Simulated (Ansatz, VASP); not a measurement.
# Two plane-wave programs on CuO

```xyz
2
Lattice="0.0000 2.3273 2.3273 2.3273 0.0000 2.3273 2.3273 2.3273 0.0000" Properties=species:S:1:pos:R:3 pbc="T T T"
Cu    0.0000    0.0000    0.0000
O     1.1636    1.1636    1.1636
```

Alike in both runs: functional revPBE; k mesh 6 × 6 × 6; occupations fermi-dirac, width 0.05 eV; no spin polarisation.

|  | VASP | Ansatz |
| --- | --- | --- |
| version | VASP 6.6.1 | Ansatz 0.2.0 |
| potentials or method | VASP PAW PBE potentials, release 64 (Cu, O) | Ansatz PAW |
| plane-wave cutoff (eV) | 520 | 420 |
| valence electrons in the cell | 17 | 25 |
| task | single point | band structure |

```csv
,VASP,Ansatz,Ansatz less VASP
gap on the k mesh at the Fermi level (eV),none,none,-
pressure (GPa),-6.0,-6.3,-0.34
```

VASP's potentials were made for PBE, not for revPBE. A gap of «none» marks a metal or a gap that the smearing closes. With one functional, cell and mesh, what is left measures potentials, basis and numerics. VASP's potentials hold 17 valence electrons a cell and Ansatz's 25, so a difference there can come from the potentials and not from the codes.

The k mesh is coarse, so the values compare programs but aren't converged.
